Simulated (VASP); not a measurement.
A run of VASP 6.6.1 is set up as follows.

POSCAR

```
Cl
1.0
    6.2504734117     -4.0144901941      0.0000000000
    6.2504734117      4.0144901941      0.0000000000
    0.0000000000      0.0000000000      8.1465601234
Cl
16
Direct
    0.4537984825      0.0747702806      0.6071112132
    0.0568537823      0.4308180785      0.3858507091
    0.2898071466      0.1986254567      0.1091058050
    0.2028213055      0.3015374514      0.8874150427
    0.4540141786      0.5573852120      0.6090751096
    0.0623311685      0.9514981181      0.4083634012
    0.2984869554      0.6955062338      0.0979771815
    0.1847660132      0.8087017757      0.8943747901
    0.9389279214      0.0565169978      0.6146292330
    0.5562697534      0.4387659168      0.3872714314
    0.8219888934      0.1902907506      0.1039400664
    0.6879401649      0.2991356282      0.8954693625
    0.9320492307      0.5493916763      0.6083011633
    0.5587005690      0.9452928697      0.3999801082
    0.8185367302      0.6824372572      0.1016707650
    0.6827074882      0.8193265789      0.8894644967
```

INCAR.step1

```
SYSTEM = Cl
PREC     = Accurate       ! precision mode
ENCUT    = 440            ! plane-wave cutoff, eV
ISMEAR   = -1             ! smearing method
SIGMA    = 0.146          ! smearing width, eV
LREAL    = .False.        ! projectors in reciprocal space
LASPH    = .True.         ! aspherical terms in the spheres
NELM     = 120            ! most SCF steps
NBANDS   = 70             ! bands
GGA      = PE             ! functional
ALGO     = Normal         ! electronic algorithm
EDIFF    = 1E-5           ! SCF threshold, eV
LWAVE    = .True.         ! write WAVECAR
LCHARG   = .False.        ! write CHGCAR
GGA_COMPAT= .False.
```

The input INCAR.step2:

```
SYSTEM = Cl
PREC     = Accurate       ! precision mode
ENCUT    = 440            ! plane-wave cutoff, eV
EDIFF    = 1E-6           ! SCF threshold, eV
ISMEAR   = -1             ! smearing method
SIGMA    = 0.146          ! smearing width, eV
LREAL    = .False.        ! projectors in reciprocal space
LASPH    = .True.         ! aspherical terms in the spheres
NELM     = 120            ! most SCF steps
ALGO     = Normal         ! electronic algorithm
ISIF     = 2              ! what is computed and relaxed
LWAVE    = .False.        ! write WAVECAR
LCHARG   = .False.        ! write CHGCAR
METAGGA  = R2SCAN         ! meta-GGA
LMIXTAU  = .True.       
NBANDS   = 70             ! bands
ISTART   = 1            
GGA_COMPAT= .False.
```

KPOINTS

```
regular mesh
0
Gamma
  2 2 2
  0 0 0
```

Potentials or basis: VASP PAW PBE potentials, release 64 (Cl).

Run with:

```bash
$ cat potpaw_PBE.64/Cl/POTCAR > POTCAR
$ cp INCAR.step1 INCAR
$ mpirun -np 1 vasp_std > vasp.out
$ cp INCAR.step2 INCAR
$ mpirun -np 1 vasp_std > vasp.out
```

Problem. Predict the pressure.

Solution. 2.1 GPa.

Problem. What does it give for the largest force?

Solution. 2.402 eV/Å.

Problem. What does it give for the band gap on the k mesh?

Solution. 2.44 eV (least direct gap 2.45 eV).

Stress tensor (GPa, compression positive):
```
 0.80 -0.04  0.00
-0.04  1.73 -0.35
 0.00 -0.35  3.87
```

Caveat: the k points lie up to 0.47 Å⁻¹ apart; the atoms stand as in a frame of molecular dynamics; the PAW data sets were made with another functional, which shifts forces and pressure a little. A k mesh can miss the band edges.
